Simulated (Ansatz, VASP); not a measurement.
**In in VASP and in Ansatz**

```
In
1.0
     0.00000    2.52830    2.52830
     2.52830    0.00000    2.52830
     2.52830    2.52830    0.00000
In
1
Direct
  0.00000 0.00000 0.00000
```

Alike in both runs: task single point; functional BLYP; k mesh 12 × 12 × 12; occupations fermi-dirac, width 0.1 eV; no spin polarisation.

|  | VASP | Ansatz |
| --- | --- | --- |
| version | VASP 6.6.1 | Ansatz 0.2.0 |
| potentials or method | VASP PAW PBE potentials, release 64 (In_d), cutoff 520 eV | plane waves (420 eV) with PAW, scalar-relativistic |
| valence electrons in the cell | 13 | 13 |

```tsv
	VASP	Ansatz	Ansatz less VASP
pressure (GPa)	-0.8	-0.8	+0.06
```

VASP's potentials were made for PBE, not for BLYP.
